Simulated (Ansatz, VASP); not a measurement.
HfO2 in VASP and in Ansatz

Contents of INCAR:

```
SYSTEM = HfO2
PREC = Accurate ; ENCUT = 520
EDIFF = 1E-6 ; ISMEAR = -1
SIGMA = 0.05 ; LREAL = .False.
LASPH = .True. ; NELM = 150
ALGO = Normal ; ISIF = 2
LWAVE = .False. ; LCHARG = .True.
LMAXMIX = 4 ; LDAU = .True.
LDAUTYPE = 2 ; LDAUL = 2 -1
LDAUU = 1 0 ; LDAUJ = 0 0
LDAUPRINT = 1 ; GGA = PS
LELF = .True. ; LVHAR = .True.
NBANDS = 56
```

KPOINTS

```
Automatic mesh
0
Gamma
  5 6 5
  0 0 0
```

File POSCAR:

```
HfO2
1.0
    5.2194633600      0.0000000000      0.0000000000
    0.0000000000      5.0047636900      0.0000000000
    0.0000000000      0.0000000000      5.0326850500
Hf O
4 8
Direct
    0.9669940000      0.7325208200      0.7414403500
    0.5330060000      0.7325208200      0.2414403500
    0.4669940000      0.2674791800      0.7414403500
    0.0330060000      0.2674791800      0.2414403500
    0.6321274500      0.9286454000      0.8792672600
    0.8678725500      0.9286454000      0.3792672600
    0.2339485200      0.5398830500      0.4922923900
    0.2660514800      0.5398830500      0.9922923900
    0.7660514800      0.4601169500      0.9922923900
    0.7339485200      0.4601169500      0.4922923900
    0.1321274500      0.0713546000      0.8792672600
    0.3678725500      0.0713546000      0.3792672600
```

input.yaml

```yaml
crystal:
  lattice:
    - [5.21946336, 0.0, 0.0]
    - [0.0, 5.00476369, 0.0]
    - [0.0, 0.0, 5.03268505]
  atoms:
    - { symbol: Hf, position: [0.966994, 0.73252082, 0.74144035] }
    - { symbol: Hf, position: [0.533006, 0.73252082, 0.24144035] }
    - { symbol: Hf, position: [0.466994, 0.26747918, 0.74144035] }
    - { symbol: Hf, position: [0.033006, 0.26747918, 0.24144035] }
    - { symbol: O, position: [0.63212745, 0.9286454, 0.87926726] }
    - { symbol: O, position: [0.86787255, 0.9286454, 0.37926726] }
    - { symbol: O, position: [0.23394852, 0.53988305, 0.49229239] }
    - { symbol: O, position: [0.26605148, 0.53988305, 0.99229239] }
    - { symbol: O, position: [0.76605148, 0.46011695, 0.99229239] }
    - { symbol: O, position: [0.73394852, 0.46011695, 0.49229239] }
    - { symbol: O, position: [0.13212745, 0.0713546, 0.87926726] }
    - { symbol: O, position: [0.36787255, 0.0713546, 0.37926726] }
hamiltonian:
  xc: pbesol
  pseudopotentials: { kind: paw }
  hubbard: { sites: [{ species: Hf, l: d, u_eff: 1.0 }] }
kpoints:
  mp_grid: { grid: [5, 6, 5] }
  band_path:
    path:
      - [[0.0, 0.0, 0.0], [0.0, 0.5, 0.0], [0.0, 0.5, 0.5], [0.0, 0.0, 0.5], [0.0, 0.0, 0.0], [0.5, 0.0, 0.0], [0.5, 0.5, 0.0], [0.5, 0.5, 0.5], [0.5, 0.0, 0.5], [0.5, 0.0, 0.0]]
      - [[0.0, 0.0, 0.5], [0.5, 0.0, 0.5]]
      - [[0.5, 0.5, 0.0], [0.0, 0.5, 0.0]]
      - [[0.0, 0.5, 0.5], [0.5, 0.5, 0.5]]
    npoints: 10
scf:
  occupations: { method: fermi_dirac, width: 0.05 }
  n_extra_bands: 30
output:
  forces: true
  stress: true
  eigenvalues: true
  fatbands: false
```

Alike in both runs: functional PBEsol; k mesh 5 × 6 × 5; occupations fermi-dirac, width 0.05 eV; no spin polarisation; Hubbard terms Hf d U = 1.0 eV.

|  | VASP | Ansatz |
| --- | --- | --- |
| version | VASP 6.6.1 | Ansatz 0.2.0 |
| potentials or method | VASP PAW PBE potentials, release 64 (Hf_pv, O) | Ansatz PAW |
| plane-wave cutoff (eV) | 520 | 420 |
| valence electrons in the cell | 88 | 152 |
| task | single point | band structure |

Ansatz gave:

| Quantity | Value |
| --- | --- |
| gap on the k mesh at the Fermi level (eV) | 4.54 |
| least direct gap on the mesh (eV) | 4.77 |
| pressure (GPa) | 3.1 |
| traceless stress, the component that is largest in VASP (GPa) | 0.24 |
| rms of the force components (eV/Å) | 0.043 |

Q: Estimate VASP's values.

A: gap on the k mesh at the Fermi level (eV): 4.49; least direct gap on the mesh (eV): 4.73; pressure (GPa): 1.6; traceless stress, the component that is largest in VASP (GPa): 0.45; rms of the force components (eV/Å): 0.052.

VASP's potentials were made for PBE, not for PBEsol. The programs project onto different local orbitals, so the same U acts differently, and such runs can settle in different states. Atom by atom the forces differ by 0.039 eV/Å (rms over components). VASP's potentials hold 88 valence electrons a cell and Ansatz's 152, so a difference there can come from the potentials and not from the codes.

Spin-orbit coupling is off throughout.
